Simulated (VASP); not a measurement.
# B18N17 (a cell with a defect) in VASP: electric field gradients with PBE

Aim: the electric field gradients of B18N17 (a cell with a defect) with PBE.

Program: VASP 6.6.1. These are calculated values, not measurements. Logs are shortened: lines on timing, memory, paths and dates and some standing lists are left out, and cuts for length are marked.

## 1. The cell of the first run

The cell holds a defect, 35 atoms: a = 7.495 Å, b = 7.495 Å, c = 6.636 Å, α = 90.00°, β = 90.00°, γ = 120.00°.

## 2. Electric field gradients, PBE (atoms taken out)

INCAR reads:

```
  ALGO = Normal
  EDIFF = 1E-8
  ENCUT = 520
  GGA = PE
  ISIF = 2
  ISMEAR = -1
  LASPH = True
  LCHARG = False
  LEFG = True
  LREAL = Auto
  LWAVE = False
  NBANDS = 92
  NELECT = 136.0
  NELM = 60
  PREC = Accurate
  SIGMA = 0.01
```

KPOINTS reads:

```
k-points
0
Gamma
  3 3 3
```

POSCAR reads:

```
B18N17
1.0
    7.4947200000      0.0000000000      0.0000000000
   -3.7473600000      6.4906179144      0.0000000000
    0.0000000000      0.0000000000      6.6357000000
B N
18 17
Direct
    0.1111111111      0.2222222222      0.2500000000
    0.1111111111      0.5555555556      0.2500000000
    0.1111111111      0.8888888889      0.2500000000
    0.4444444444      0.2222222222      0.2500000000
    0.4444444444      0.5555555556      0.2500000000
    0.4444444444      0.8888888889      0.2500000000
    0.7777777778      0.2222222222      0.2500000000
    0.7777777778      0.5555555556      0.2500000000
    0.7777777778      0.8888888889      0.2500000000
    0.2222222222      0.1111111111      0.7500000000
    0.2222222222      0.4444444444      0.7500000000
    0.2222222222      0.7777777778      0.7500000000
    0.5555555556      0.1111111111      0.7500000000
    0.5555555556      0.4444444444      0.7500000000
    0.5555555556      0.7777777778      0.7500000000
    0.8888888889      0.1111111111      0.7500000000
    0.8888888889      0.4444444444      0.7500000000
    0.8888888889      0.7777777778      0.7500000000
    0.1111111111      0.5555555556      0.7500000000
    0.1111111111      0.8888888889      0.7500000000
    0.4444444444      0.2222222222      0.7500000000
    0.4444444444      0.5555555556      0.7500000000
    0.4444444444      0.8888888889      0.7500000000
    0.7777777778      0.2222222222      0.7500000000
    0.7777777778      0.5555555556      0.7500000000
    0.7777777778      0.8888888889      0.7500000000
    0.2222222222      0.1111111111      0.2500000000
    0.2222222222      0.4444444444      0.2500000000
    0.2222222222      0.7777777778      0.2500000000
    0.5555555556      0.1111111111      0.2500000000
    0.5555555556      0.4444444444      0.2500000000
    0.5555555556      0.7777777778      0.2500000000
    0.8888888889      0.1111111111      0.2500000000
    0.8888888889      0.4444444444      0.2500000000
    0.8888888889      0.7777777778      0.2500000000
```

Potentials or basis: VASP PAW PBE potentials, release 64 (B, N).

Run with:

```bash
cat potpaw_PBE.64/B/POTCAR potpaw_PBE.64/N/POTCAR > POTCAR
mpirun -np 1 vasp_std > vasp.out
```

OUTCAR:

```text
EDIFF = 1E-8
   ENCUT = 520
   GGA = PE
   ISIF = 2
   ISMEAR = -1
   LASPH = True
   LREAL = Auto
   NELECT = 136.0
   NELM = 60
   PREC = Accurate

 ion  position               nearest neighbor table
   1  0.111  0.222  0.250-  27 1.44  33 1.44  28 1.44
   2  0.111  0.556  0.250-  34 1.44  29 1.44  28 1.44
   3  0.111  0.889  0.250-  29 1.44  35 1.44  27 1.44
   4  0.444  0.222  0.250-  27 1.44  31 1.44  30 1.44
   5  0.444  0.556  0.250-  28 1.44  32 1.44  31 1.44
   6  0.444  0.889  0.250-  29 1.44  30 1.44  32 1.44
   7  0.778  0.222  0.250-  30 1.44  33 1.44  34 1.44
   8  0.778  0.556  0.250-  31 1.44  35 1.44  34 1.44
   9  0.778  0.889  0.250-  32 1.44  35 1.44  33 1.44
  10  0.222  0.111  0.750-  21 1.44  20 1.44
  11  0.222  0.444  0.750-  22 1.44  19 1.44
  12  0.222  0.778  0.750-  23 1.44  20 1.44  19 1.44
  13  0.556  0.111  0.750-  24 1.44  23 1.44  21 1.44
  14  0.556  0.444  0.750-  25 1.44  21 1.44  22 1.44
  15  0.556  0.778  0.750-  26 1.44  22 1.44  23 1.44
  16  0.889  0.111  0.750-  24 1.44  26 1.44
  17  0.889  0.444  0.750-  19 1.44  24 1.44  25 1.44
[... 4 lines left out ...]
  22  0.444  0.556  0.750-  11 1.44  15 1.44  14 1.44
[... 11 lines left out ...]
  34  0.889  0.444  0.250-   2 1.44   7 1.44   8 1.44
  35  0.889  0.778  0.250-   3 1.44   9 1.44   8 1.44

  LATTYP: Found a hexagonal cell.
 ALAT       =     7.4947200000
 C/A-ratio  =     0.8853833099

  Lattice vectors:

 A1 = (   7.4947200000,   0.0000000000,   0.0000000000)
 A2 = (  -3.7473600000,   6.4906179144,   0.0000000000)
 A3 = (   0.0000000000,   0.0000000000,   6.6357000000)

Analysis of symmetry for initial positions (statically):
=====================================================================
 Subroutine PRICEL returns:
 Original cell was already a primitive cell.

 Routine SETGRP: Setting up the symmetry group for a
 hexagonal supercell.

 Subroutine GETGRP returns: Found 12 space group operations
 (whereof  2 operations were pure point group operations)
 out of a pool of 24 trial point group operations.

The static configuration has the point symmetry C_1h.
 The point group associated with its full space group is D_3h.

Analysis of symmetry for dynamics (positions and initial velocities):
=====================================================================
 Subroutine PRICEL returns:
 Original cell was already a primitive cell.

 Routine SETGRP: Setting up the symmetry group for a
 hexagonal supercell.

 Subroutine GETGRP returns: Found 12 space group operations
 (whereof  2 operations were pure point group operations)
 out of a pool of 24 trial point group operations.

The dynamic configuration has the point symmetry C_1h.
 The point group associated with its full space group is D_3h.

 Subroutine INISYM returns: Found 12 space group operations
 (whereof  2 operations are pure point group operations),
 and found     1 'primitive' translations

----------------------------------------------------------------------------------------

                                     Primitive cell

  volume of cell :     322.7960

  direct lattice vectors                    reciprocal lattice vectors
     7.494720000  0.000000000  0.000000000     0.133427266  0.077034268  0.000000000
    -3.747360000  6.490617914  0.000000000     0.000000000  0.154068536  0.000000000
     0.000000000  0.000000000  6.635700000     0.000000000  0.000000000  0.150700002

  length of vectors
     7.494720000  7.494720000  6.635700000     0.154068536  0.154068536  0.150700002

  position of ions in fractional coordinates (direct lattice)
     0.111111111  0.222222222  0.250000000
     0.111111111  0.555555556  0.250000000
     0.111111111  0.888888889  0.250000000
     0.444444444  0.222222222  0.250000000
     0.444444444  0.555555556  0.250000000
     0.444444444  0.888888889  0.250000000
[... 27 lines left out ...]
     0.888888889  0.444444444  0.250000000
     0.888888889  0.777777778  0.250000000

  ion indices of the primitive-cell ions
   primitive index   ion index
                 1           1
                 2           2
                 3           3
                 4           4
                 5           5
                 6           6
[... 76 lines left out ...]
   ISPIN  =      1    spin polarized calculation?
   LNONCOLLINEAR =      F non collinear calculations
   LSORBIT =      F    spin-orbit coupling
   LASPH  =      T    aspherical Exc in radial PAW
   ENCUT  =  520.0 eV  38.22 Ry    6.18 a.u.  13.94 13.94 12.34*2*pi/ulx,y,z
   NELM   =     60;   NELMIN=  2; NELMDL= -5     # of ELM steps
   EDIFF  = 0.1E-07   stopping-criterion for ELM
   LREAL  =      T    real-space projection
   EDIFFG = 0.1E-06   stopping-criterion for IOM
   NSW    =      0    number of steps for IOM
   IBRION =     -1    ionic relax: 0-MD 1-quasi-New 2-CG
   NFREE  =      0    steps in history (QN), initial steepest desc. (CG)
   ISIF   =      2    stress and relaxation
   ISYM   =      2    0-nonsym 1-usesym 2-fastsym
   POTIM  = 0.5000    time-step for ionic-motion
   TEBEG  =    0.0;   TEEND  =   0.0 temperature during run
   PSTRESS=    0.0 pullay stress
   NELECT =     136.0000    total number of electrons
   NUPDOWN=      -1.0000    fix difference up-down
   EMIN   =  10.00;   EMAX   =-10.00  energy-range for DOS
   EFERMI =   0.00;   METHOD = LEGACY
   ISMEAR =    -1;   SIGMA  =   0.01  broadening in eV -4-tet -1-fermi 0-gaus
   EFERMI_NEDOS =   21; number of points for ismear=-14 and -15
   IALGO  =     38    algorithm
   IMIX   =      4    mixing-type and parameters
     AMIX     =   0.40;   BMIX     =  1.00
     AMIX_MAG =   1.60;   BMIX_MAG =  1.00
  volume/ion in A,a.u.               =       9.22        62.24
  Fermi-wavevector in a.u.,A,eV,Ry     =   1.227284  2.319230 20.493449  1.506226
  Thomas-Fermi vector in A             =   2.362253
   LORBIT       =      0    0 simple, 1 ext, 2 COOP (PROOUT), +10 PAW based schemes
   GGA     = PE    functional components
   LHFCALC =     F    Hartree Fock is set to
   AEXX    =    0.0000 exact exchange contribution
   IVDW    =     0    specifies the selected vdW correction
   LEPSILON=     F    determine dielectric tensor
   LRPA    =     F    only Hartree local field effects (RPA)
 non-spin polarized calculation
  energy-cutoff  :      520.00
  volume of cell :      322.80
 maximum number of plane-waves:      8725
 NGX is ok and might be reduce to    56
   NGX = 27   NGY = 27   NGZ = 25

 number of electron     135.9999985 magnetization

 Free energy of the ion-electron system (eV)
  ---------------------------------------------------
  ext. energy  EPLUGINS =         0.00000000
  ---------------------------------------------------
  free energy    TOTEN  =      -309.12220994 eV

  energy without entropy =     -309.11515390  energy(sigma->0) =     -309.11868192

 E-fermi :   1.6844     XC(G=0):  -9.8453

 val. band max:        1.6738939264   @ k =   0.3333  -0.0000   0.3333
 cond. band min:       1.6899274154   @ k =   0.3333   0.3333   0.0000
 fundamental gap:      0.0160334890
 Fermi energy:         1.6843710546

 k-point     1 :       0.0000    0.0000    0.0000
  band No.  band energies     occupation
      1     -15.7193      2.00000
      2     -15.4283      2.00000
      3     -14.0029      2.00000
      4     -14.0029      2.00000
      5     -13.9613      2.00000
      6     -13.9613      2.00000
[... 487 lines left out ...]
     79       8.5310      0.00000
     80       8.5729      0.00000
 [bands above 80 left out]

------------------------ aborting loop because EDIFF is reached ----------------------------------------

  FORCE on cell =-STRESS in cart. coord.  units (eV):
  Direction    XX          YY          ZZ          XY          YZ          ZX
  --------------------------------------------------------------------------------------
  -------------------------------------------------------------------------------------
  Total      -14.5514224    -14.5514224    -21.2679120      0.0000000      0.0000000      0.0000000
  in kB      -72.2250464    -72.2250464   -105.5619095      0.0000000      0.0000000      0.0000000
  external PRESSURE =     -83.3373341 kB  Pullay stress =       0.0000000 kB

 VOLUME and BASIS-vectors are now :
 -----------------------------------------------------------------------------
  energy-cutoff  :      520.00
  volume of cell :      322.80
      direct lattice vectors                 reciprocal lattice vectors
     7.494720000  0.000000000  0.000000000     0.133427266  0.077034268  0.000000000
    -3.747360000  6.490617914  0.000000000     0.000000000  0.154068536  0.000000000
     0.000000000  0.000000000  6.635700000     0.000000000  0.000000000  0.150700002

 POSITION                                       TOTAL-FORCE (eV/Angst)
 -----------------------------------------------------------------------------------
      0.00000      1.44236      1.65892         0.000000     -0.000000     -0.000000
     -1.24912      3.60590      1.65892        -0.158262     -0.009075     -0.000000
     -2.49824      5.76944      1.65892        -0.086990     -0.132522     -0.000000
      2.49824      1.44236      1.65892         0.071272      0.141596     -0.000000
      1.24912      3.60590      1.65892         0.158262     -0.009075     -0.000000
     -0.00000      5.76944      1.65892         0.000000     -0.000000     -0.000000
[... 27 lines left out ...]
      4.99648      2.88472      1.65892         0.066079     -0.038151     -0.000000
      3.74736      5.04826      1.65892         0.000000      0.076301     -0.000000
 -----------------------------------------------------------------------------------
    total drift:                               -0.000002      0.000001      0.000000

  FREE ENERGIE OF THE ION-ELECTRON SYSTEM (eV)
  ---------------------------------------------------
  free  energy   TOTEN  =      -309.1222099383 eV

  energy  without entropy=     -309.1151539018  energy(sigma->0) =     -309.11868192

 Electric field gradients (V/A^2)
---------------------------------------------------------------------
 ion       V_xx      V_yy      V_zz      V_xy      V_xz      V_yz
---------------------------------------------------------------------
   1     -17.766   -17.766    35.532    -0.000    -0.000    -0.000
   2     -18.126   -18.053    36.179    -0.242    -0.000    -0.000
   3     -18.280   -17.899    36.179    -0.153    -0.000     0.000
   4     -17.862   -18.317    36.179     0.089     0.000     0.000
   5     -18.126   -18.053    36.179     0.242     0.000     0.000
   6     -18.197   -18.197    36.393    -0.000     0.000     0.000
[... 27 lines left out ...]
  34     -13.881   -13.664    27.546     0.189     0.000    -0.000
  35     -13.554   -13.992    27.546    -0.000     0.000     0.000
---------------------------------------------------------------------

 Electric field gradients after diagonalization (V/A^2)
 (convention: |V_zz| > |V_xx| > |V_yy|)
----------------------------------------------------------------------
 ion       V_xx      V_yy      V_zz     asymmetry (V_yy - V_xx)/ V_zz
----------------------------------------------------------------------
   1     -17.766   -17.766    35.532       0.000
   2     -18.334   -17.845    36.179       0.014
   3     -18.334   -17.845    36.179       0.014
   4     -18.334   -17.845    36.179       0.014
   5     -18.334   -17.845    36.179       0.014
   6     -18.197   -18.197    36.393       0.000
[... 27 lines left out ...]
  34     -13.991   -13.555    27.546       0.016
  35     -13.992   -13.554    27.546       0.016
----------------------------------------------------------------------

           NMR quadrupolar parameters

 Cq : quadrupolar parameter    Cq=e*Q*V_zz/h
 eta: asymmetry parameters     (V_yy - V_xx)/ V_zz
 Q  : nuclear electric quadrupole moment in mb (millibarn)
----------------------------------------------------------------------
 ion       Cq(MHz)       eta       Q (mb)
----------------------------------------------------------------------
   1       0.086       0.000       1.000
   2       0.087       0.014       1.000
   3       0.087       0.014       1.000
   4       0.087       0.014       1.000
   5       0.087       0.014       1.000
   6       0.088       0.000       1.000
[... 27 lines left out ...]
  34       0.067       0.016       1.000
  35       0.067       0.016       1.000
----------------------------------------------------------------------
```

Wall time 4.3 min (1 thread of Intel Xeon Platinum 8488C (Sapphire Rapids), shared host); peak memory 0.43 GiB.

Results:

```
Free energy                             : -309.1222 eV
Largest force                           : 1.563 eV/Å
Largest electric field gradient by atom : B +35.5, +36.2, +36.4, -34.0, +34.9, +37.0 (each value once); N -16.8, +15.4, +16.1, +32.3, +31.1, +27.5 (each value once) V/Å²
```

Forces in eV/Å, atoms in the order of the input:
```
B    0.000  0.000  0.000
B   -0.158 -0.009  0.000
B   -0.087 -0.133  0.000
B    0.071  0.142  0.000
B    0.158 -0.009  0.000
B    0.000  0.000  0.000
B   -0.071  0.142  0.000
B    0.000  0.000  0.000
B    0.087 -0.133  0.000
B    0.184 -0.106  0.000
B    0.000  0.212  0.000
B    0.749  0.433  0.000
B    0.000 -0.865  0.000
B    0.518  0.299  0.000
B   -0.749  0.433  0.000
B   -0.184 -0.106  0.000
B   -0.518  0.299  0.000
B    0.000 -0.598  0.000
N    0.664 -1.415  0.000
N   -0.894  1.282  0.000
N   -1.557  0.133  0.000
N   -0.664 -1.415  0.000
N    0.000  0.000  0.000
N    1.557  0.133  0.000
N    0.000  0.000  0.000
N    0.894  1.282  0.000
N   -0.069  0.040  0.000
N    0.000 -0.079  0.000
N    0.007  0.004  0.000
N    0.000 -0.009  0.000
N   -0.066 -0.038  0.000
N   -0.007  0.004  0.000
N    0.069  0.040  0.000
N    0.066 -0.038  0.000
N    0.000  0.076  0.000
```

Electric field gradients, principal values (V/Å²):
```
atom    least   middle  greatest (by size)
 1 B  -17.766  -17.766              35.532
 2 B  -17.845  -18.334              36.179
 3 B  -17.845  -18.334              36.179
 4 B  -17.845  -18.334              36.179
 5 B  -17.845  -18.334              36.179
 6 B  -18.197  -18.197              36.393
 7 B  -17.845  -18.334              36.179
 8 B  -18.218  -18.218              36.436
 9 B  -17.845  -18.334              36.179
10 B    5.276   28.706             -33.981
11 B    5.275   28.706             -33.981
12 B  -15.873  -19.007              34.880
13 B  -15.873  -19.007              34.880
14 B  -17.259  -19.717              36.977
15 B  -15.874  -19.007              34.880
16 B    5.276   28.706             -33.981
17 B  -17.259  -19.717              36.977
18 B  -17.259  -19.717              36.977
19 N    2.691   14.152             -16.842
20 N    2.691   14.151             -16.842
21 N    2.691   14.153             -16.844
22 N    2.689   14.153             -16.842
23 N   -7.703   -7.704              15.408
24 N    2.692   14.154             -16.845
25 N   -8.031   -8.035              16.066
26 N    2.690   14.152             -16.842
27 N  -15.792  -16.519              32.312
28 N  -15.795  -16.518              32.313
29 N  -15.436  -15.677              31.114
30 N  -15.437  -15.675              31.112
31 N  -13.554  -13.992              27.547
32 N  -15.440  -15.674              31.113
33 N  -15.792  -16.518              32.311
34 N  -13.555  -13.991              27.546
35 N  -13.554  -13.992              27.546
```

Caveat: the cell carries a net charge on a neutralising background, which shifts energy and pressure; the cell differs from its parent crystal (atoms taken out); the cell is charged against a uniform background, so pressure and absolute levels hang on convention; without QUAD_EFG the Cq values of the log hold for a quadrupole moment of 1 mb, not for the nuclei.
